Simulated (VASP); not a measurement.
# ZrB in VASP: notebook, part 2 of 3

VASP 6.6.1. The steps go on from the part before.

## (3) Single point, PBE (strain -0.030 along x and y, +0.015 along z)

INCAR reads:

```
SYSTEM = ZrB
PREC = Accurate
ENCUT = 520
EDIFF = 1E-7
ISMEAR = 0
SIGMA = 0.15
LREAL = .FALSE.
LASPH = .TRUE.
NELM = 100
ALGO = Normal
ISIF = 2
LWAVE = .FALSE.
LCHARG = .FALSE.
GGA = PE
NBANDS = 14
```

KPOINTS reads:

```
regular mesh
0
G
  18 18 18
  0 0 0
```

POSCAR reads:

```
ZrB
1.0
    0.0000000000      2.2552500000      2.3598750000
    2.2552500000      0.0000000000      2.3598750000
    2.2552500000      2.2552500000      0.0000000000
Zr B
1 1
Direct
    0.0000000000      0.0000000000      0.0000000000
    0.5000000000      0.5000000000      0.5000000000
```

Potentials or basis: VASP PAW PBE potentials, release 64 (Zr_sv, B).

On the command line:

```sh
cat potpaw_PBE.64/Zr_sv/POTCAR potpaw_PBE.64/B/POTCAR > POTCAR
mpirun -np 1 vasp_std > vasp.out
```

OUTCAR:

```text
SYSTEM = ZrB
   PREC = Accurate
   ENCUT = 520
   EDIFF = 1E-7
   ISMEAR = 0
   LREAL = .FALSE.
   LASPH = .TRUE.
   NELM = 100
   ISIF = 2
   GGA = PE

 ion  position               nearest neighbor table
   1  0.000  0.000  0.000-   2 2.26   2 2.26   2 2.26   2 2.26   2 2.36   2 2.36
   2  0.500  0.500  0.500-   1 2.26   1 2.26   1 2.26   1 2.26   1 2.36   1 2.36

  LATTYP: Found a body centered tetragonal cell.
 ALAT       =     3.1894051365
 C/A-ratio  =     1.4798214081

  Lattice vectors:

 A1 = (  -2.2552500000,   0.0000000000,   2.3598750000)
 A2 = (   2.2552500000,   0.0000000000,   2.3598750000)
 A3 = (   0.0000000000,   2.2552500000,  -2.3598750000)

Analysis of symmetry for initial positions (statically):
=====================================================================
 Subroutine PRICEL returns:
 Original cell was already a primitive cell.

 Routine SETGRP: Setting up the symmetry group for a
 body centered tetragonal supercell.

 Subroutine GETGRP returns: Found 16 space group operations
 (whereof 16 operations were pure point group operations)
 out of a pool of 16 trial point group operations.

The static configuration has the point symmetry D_4h.

Analysis of symmetry for dynamics (positions and initial velocities):
=====================================================================
 Subroutine PRICEL returns:
 Original cell was already a primitive cell.

 Routine SETGRP: Setting up the symmetry group for a
 body centered tetragonal supercell.

 Subroutine GETGRP returns: Found 16 space group operations
 (whereof 16 operations were pure point group operations)
 out of a pool of 16 trial point group operations.

The dynamic configuration has the point symmetry D_4h.

 Subroutine INISYM returns: Found 16 space group operations
 (whereof 16 operations are pure point group operations),
 and found     1 'primitive' translations

----------------------------------------------------------------------------------------

                                     Primitive cell

  volume of cell :      24.0054

  direct lattice vectors                    reciprocal lattice vectors
     0.000000000  2.255250000  2.359875000    -0.221704911  0.221704911  0.211875629
     2.255250000  0.000000000  2.359875000     0.221704911 -0.221704911  0.211875629
     2.255250000  2.255250000  0.000000000     0.221704911  0.221704911 -0.211875629

  length of vectors
     3.264224652  3.264224652  3.189405137     0.378414346  0.378414346  0.378414346

  position of ions in fractional coordinates (direct lattice)
     0.000000000  0.000000000  0.000000000
     0.500000000  0.500000000  0.500000000

  ion indices of the primitive-cell ions
   primitive index   ion index
                 1           1
                 2           2

----------------------------------------------------------------------------------------

 KPOINTS: regular mesh

Automatic generation of k-mesh.
 Grid dimensions read from file:
 generate k-points for:   18   18   18

 Generating k-lattice:

  Cartesian coordinates                     Fractional coordinates (reciprocal lattice)
    -0.012316939  0.012316939  0.011770868     0.055555556  0.000000000  0.000000000
     0.012316939 -0.012316939  0.011770868     0.000000000  0.055555556  0.000000000
[... 41 lines left out ...]
   number of dos      NEDOS =    301   number of ions     NIONS =      2
   total plane-waves  NPLWV =  13824
   dimension x,y,z NGX =    24 NGY =   24 NGZ =   24
   dimension x,y,z NGXF=    48 NGYF=   48 NGZF=   48
   ions per type =               1   1
   NGX,Y,Z   is equivalent  to a cutoff of  12.22, 12.22, 12.51 a.u.
   NGXF,Y,Z  is equivalent  to a cutoff of  24.45, 24.45, 25.02 a.u.
 SYSTEM =  ZrB
   PREC   = accura    normal or accurate (medium, high low for compatibility)
   ISTART =      0    job   : 0-new  1-cont  2-samecut
   ICHARG =      2    charge: 1-file 2-atom 10-const
   ISPIN  =      1    spin polarized calculation?
   LNONCOLLINEAR =      F non collinear calculations
   LSORBIT =      F    spin-orbit coupling
   LASPH  =      T    aspherical Exc in radial PAW
   ENCUT  =  520.0 eV  38.22 Ry    6.18 a.u.   6.07  6.07  5.93*2*pi/ulx,y,z
   NELM   =    100;   NELMIN=  2; NELMDL= -5     # of ELM steps
   EDIFF  = 0.1E-06   stopping-criterion for ELM
   LREAL  =      F    real-space projection
   EDIFFG = 0.1E-05   stopping-criterion for IOM
   NSW    =      0    number of steps for IOM
   IBRION =     -1    ionic relax: 0-MD 1-quasi-New 2-CG
   NFREE  =      0    steps in history (QN), initial steepest desc. (CG)
   ISIF   =      2    stress and relaxation
   ISYM   =      2    0-nonsym 1-usesym 2-fastsym
   POTIM  = 0.5000    time-step for ionic-motion
   TEBEG  =    0.0;   TEEND  =   0.0 temperature during run
   PSTRESS=    0.0 pullay stress
   NELECT =      15.0000    total number of electrons
   NUPDOWN=      -1.0000    fix difference up-down
   EMIN   =  10.00;   EMAX   =-10.00  energy-range for DOS
   EFERMI =   0.00;   METHOD = LEGACY
   ISMEAR =     0;   SIGMA  =   0.15  broadening in eV -4-tet -1-fermi 0-gaus
   EFERMI_NEDOS =   21; number of points for ismear=-14 and -15
   IALGO  =     38    algorithm
   IMIX   =      4    mixing-type and parameters
     AMIX     =   0.40;   BMIX     =  1.00
     AMIX_MAG =   1.60;   BMIX_MAG =  1.00
  volume/ion in A,a.u.               =      12.00        81.00
  Fermi-wavevector in a.u.,A,eV,Ry     =   1.399595  2.644852 26.652001  1.958867
  Thomas-Fermi vector in A             =   2.522639
   LORBIT       =      0    0 simple, 1 ext, 2 COOP (PROOUT), +10 PAW based schemes
   GGA     = PE    functional components
   LHFCALC =     F    Hartree Fock is set to
   AEXX    =    0.0000 exact exchange contribution
   IVDW    =     0    specifies the selected vdW correction
   LEPSILON=     F    determine dielectric tensor
   LRPA    =     F    only Hartree local field effects (RPA)
 non-spin polarized calculation
 Gauss-broadening in eV      SIGMA  =   0.15
  energy-cutoff  :      520.00
  volume of cell :       24.01
 maximum number of plane-waves:       661
   NGX = 13   NGY = 13   NGZ = 11

 number of electron      15.0000000 magnetization

 Free energy of the ion-electron system (eV)
  ---------------------------------------------------
  ext. energy  EPLUGINS =         0.00000000
  ---------------------------------------------------
  free energy    TOTEN  =       -15.23596159 eV

  energy without entropy =      -15.22363690  energy(sigma->0) =      -15.22979925

 E-fermi :   9.5180     XC(G=0): -12.4402

 val. band max:        9.5156922565   @ k =   0.5000   0.0000   0.4444
 cond. band min:       9.5193792287   @ k =  -0.3889   0.3333   0.0000
 fundamental gap:      0.0036869722
 Fermi energy:         9.5180156109

 k-point     1 :       0.0000    0.0000    0.0000
  band No.  band energies     occupation
      1     -37.0778      2.00000
      2     -14.7881      2.00000
      3     -14.7881      2.00000
      4     -14.7595      2.00000
      5       1.1220      2.00000
      6      11.1081      0.00000
      7      11.6692      0.00000
      8      11.6692      0.00000
      9      13.0421      0.00000
     10      13.1871      0.00000
     11      13.5720      0.00000
     12      13.5720      0.00000
     13      13.6357      0.00000
     14      20.8008      0.00000
[... 377 lines left out ...]
      1     -37.0045      2.00000
      2     -15.3564      2.00000
      3     -14.8664      2.00000
      4     -14.8037      2.00000
      5       2.7276      2.00000
      6       8.6893      2.00000
      7       9.3022      1.95809
      8       9.3269      1.92847
      9      12.9064      0.00000
     10      13.4966      0.00000
     11      14.7989      0.00000
     12      17.7267      0.00000
     13      20.0475      0.00000
     14      23.2388      0.00000

 [... further k-points ...]

------------------------ aborting loop because EDIFF is reached ----------------------------------------

  FORCE on cell =-STRESS in cart. coord.  units (eV):
  Direction    XX          YY          ZZ          XY          YZ          ZX
  --------------------------------------------------------------------------------------
  -------------------------------------------------------------------------------------
  Total        8.6501860      8.6501860      4.9492319      0.0000000      0.0000000      0.0000000
  in kB      577.3346832    577.3346832    330.3239069      0.0000000      0.0000000      0.0000000
  external PRESSURE =     494.9977578 kB  Pullay stress =       0.0000000 kB

 VOLUME and BASIS-vectors are now :
 -----------------------------------------------------------------------------
  energy-cutoff  :      520.00
  volume of cell :       24.01
      direct lattice vectors                 reciprocal lattice vectors
     0.000000000  2.255250000  2.359875000    -0.221704911  0.221704911  0.211875629
     2.255250000  0.000000000  2.359875000     0.221704911 -0.221704911  0.211875629
     2.255250000  2.255250000  0.000000000     0.221704911  0.221704911 -0.211875629

 POSITION                                       TOTAL-FORCE (eV/Angst)
 -----------------------------------------------------------------------------------
      0.00000      0.00000      0.00000        -0.000000     -0.000000      0.000000
      2.25525      2.25525      2.35988         0.000000      0.000000     -0.000000
 -----------------------------------------------------------------------------------
    total drift:                                0.000000     -0.000000     -0.000000

  FREE ENERGIE OF THE ION-ELECTRON SYSTEM (eV)
  ---------------------------------------------------
  free  energy   TOTEN  =       -15.2359615937 eV

  energy  without entropy=      -15.2236368965  energy(sigma->0) =      -15.22979925
```

OSZICAR:

```text
N       E                     dE             d eps       ncg     rms          rms(c)
DAV:   1     0.990047747682E+02    0.99005E+02   -0.80132E+03 13456   0.105E+03
DAV:   2    -0.130470620851E+02   -0.11205E+03   -0.10586E+03 16590   0.290E+02
DAV:   3    -0.168719794781E+02   -0.38249E+01   -0.37816E+01 20000   0.455E+01
DAV:   4    -0.169456529138E+02   -0.73673E-01   -0.73654E-01 16136   0.575E+00
DAV:   5    -0.169474614010E+02   -0.18085E-02   -0.18084E-02 20156   0.609E-01    0.259E+01
DAV:   6    -0.152431584223E+02    0.17043E+01   -0.24588E+00 15872   0.143E+01    0.101E+01
DAV:   7    -0.152299802583E+02    0.13178E-01   -0.31255E-01 19540   0.402E+00    0.399E+00
DAV:   8    -0.152365189208E+02   -0.65387E-02   -0.30862E-02 16712   0.167E+00    0.514E-01
DAV:   9    -0.152358875364E+02    0.63138E-03   -0.21945E-03 15408   0.352E-01    0.151E-01
DAV:  10    -0.152359653423E+02   -0.77806E-04   -0.26485E-04 15480   0.193E-01    0.260E-02
DAV:  11    -0.152359633135E+02    0.20288E-05   -0.98519E-06 17152   0.277E-02    0.358E-03
DAV:  12    -0.152359615707E+02    0.17428E-05   -0.64684E-07 16800   0.871E-03    0.247E-03
DAV:  13    -0.152359615937E+02   -0.23057E-07   -0.30055E-08  8922   0.173E-03
   1 F= -.15235962E+02 E0= -.15229799E+02  d E =-.123247E-01
```

stdout:

```text
POSCAR found type information on POSCAR ZrB
 POSCAR found :  2 types and       2 ions
 scaLAPACK will be used
 LDA part: xc-table for (Slater+PW92), standard interpolation
 POSCAR, INCAR and KPOINTS ok, starting setup
 FFT: planning ... GRIDC
 FFT: planning ... GRID_SOFT
 FFT: planning ... GRID
 WAVECAR not read
 entering main loop
```

Run time: 56 s. Hardware: 1 thread of Intel Xeon Platinum 8488C (Sapphire Rapids), shared host; peak memory 0.27 GiB.

What came out:

```yaml
Free_energy: -15.2360 eV
Pressure: 49.5 GPa
```

Stress tensor (GPa, compression positive):
```
57.73  0.00  0.00
 0.00 57.73  0.00
 0.00  0.00 33.03
```

Levels at points of the mesh, in eV from the Fermi level:
| k point | band 5 | band 6 | band 7 | band 8 | band 9 | band 10 | band 11 | band 12 |
| --- | --- | --- | --- | --- | --- | --- | --- | --- |
| (0.00, 0.00, 0.00) | -8.40 | 1.59 | 2.15 | 2.15 | 3.52 | 3.67 | 4.05 | 4.05 |
| (0.50, 0.00, 0.00) | -4.32 | -3.37 | -1.61 | -1.45 | 5.90 | 6.23 | 7.80 | 8.45 |
| (0.50, 0.50, 0.00) | -6.64 | -1.23 | -0.51 | 2.93 | 2.93 | 5.70 | 7.29 | 7.29 |
| (0.50, 0.00, 0.50) | -6.64 | -1.27 | 0.11 | 2.43 | 2.78 | 5.73 | 7.00 | 7.55 |

Caveat: the cell differs from its parent crystal (strain -0.030 along x and y, +0.015 along z).

(Continued in part 3 of 3.)
